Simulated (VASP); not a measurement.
Wanted: the native input for a VASP 6.6.1 run.

```
Task                   : single point
Functional             : PBE
Potentials or basis    : VASP PAW PBE potentials, release 64 (Lu, Si, O)
Cutoff                 : 520 eV
k mesh                 : 12 × 12 × 4
Occupations            : gaussian, width 0.1 eV
Spin                   : no spin polarisation
Dipole correction      : no
Further INCAR settings : ALGO = Normal; EDIFF = 1e-06; NBANDS = 40
```

The structure of Lu2Si2O lies in POSCAR:

```
Lu2Si2O
1.0
    3.0017434818      0.0000000000      0.0000000000
    0.0000000000      3.0017434818      0.0000000000
    0.0000000000      0.0000000000      9.2211434164
Lu Si O
2 2 1
Direct
    0.5000000000      0.5000000000      0.1676008557
    0.5000000000      0.5000000000      0.8323991443
    0.0000000000      0.0000000000      0.3726556848
    0.0000000000      0.0000000000      0.6273443152
    0.0000000000      0.0000000000      0.0000000000
```

The cell was generated, and may not be a known phase.

These files were run (other wordings do the same):

INCAR

```
  PREC = Accurate
  ENCUT = 520
  EDIFF = 1E-6
  ISMEAR = 0
  SIGMA = 0.1
  LREAL = F
  LASPH = T
  NELM = 80
  ALGO = Normal
  ISIF = 2
  LWAVE = F
  LCHARG = F
  GGA = PE
  NBANDS = 40
```

KPOINTS

```
Automatic mesh
0
Gamma
  12 12 4
```

Potentials or basis: VASP PAW PBE potentials, release 64 (Lu, Si, O).

Command:

```console
$ cat potpaw_PBE.64/Lu/POTCAR potpaw_PBE.64/Si/POTCAR potpaw_PBE.64/O/POTCAR > POTCAR
$ mpirun -np 1 vasp_std > vasp.out
```

It gave:

```
Pressure               : 0.3 GPa
Largest force          : 0.037 eV/Å
Band gap on the k mesh : zero (bands 32 and 33 overlap by 2.83 eV)
```

Caveat: spin-orbit coupling is left out, which moves the levels of the heavy elements.

It took 2.1 min on 1 thread of Intel(R) Xeon(R) 6975P-C (Granite Rapids), on a shared host, peak memory 0.38 GiB.
